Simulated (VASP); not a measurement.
Runs of VASP 6.6.1 on GaAs. The structure is that of space group P4/mmm (No. 123), or close to it. The cells are those of the table. 

| task | cell | k mesh | cutoff (eV) | gap on the mesh (eV) | pressure (GPa) | relaxed volume (Å³/atom) |
| --- | --- | --- | --- | --- | --- | --- |
| relaxation of cell and atoms | relaxed from a = 3.182, b = 3.182, c = 3.832 Å, 2 atoms | 18 × 18 × 14 | 600 | none | -0.1 | (a) |
| single point | a = 3.180, b = 3.180, c = 3.834 Å, 2 atoms | 18 × 18 × 14 | 520 | none | 0.1 | - |
| single point | a = 3.182, b = 3.182, c = 3.832 Å, 2 atoms | 6 × 6 × 4 | 520 | none | 0.1 | - |
| relaxation of cell and atoms | relaxed from a = 3.336, b = 3.336, c = 4.373 Å, 2 atoms | 6 × 6 × 4 | 600 | none | -0.3 | 19.57 |

Alike in all rows: level PBE; potentials or basis VASP PAW PBE potentials, release 64 (Ga_d, As); no spin polarisation; smearing gaussian 0.1 eV.

Fill in the values left out.

(a) 19.43.

Caveats: some runs use coarse meshes; the volume moved by over 15 % at a fixed basis, so the end points are rough (some runs).

A k mesh can miss the band edges, and the runs leave out spin-orbit coupling on As, Ga.

A gap of «none» marks levels without a gap at the run's occupations.
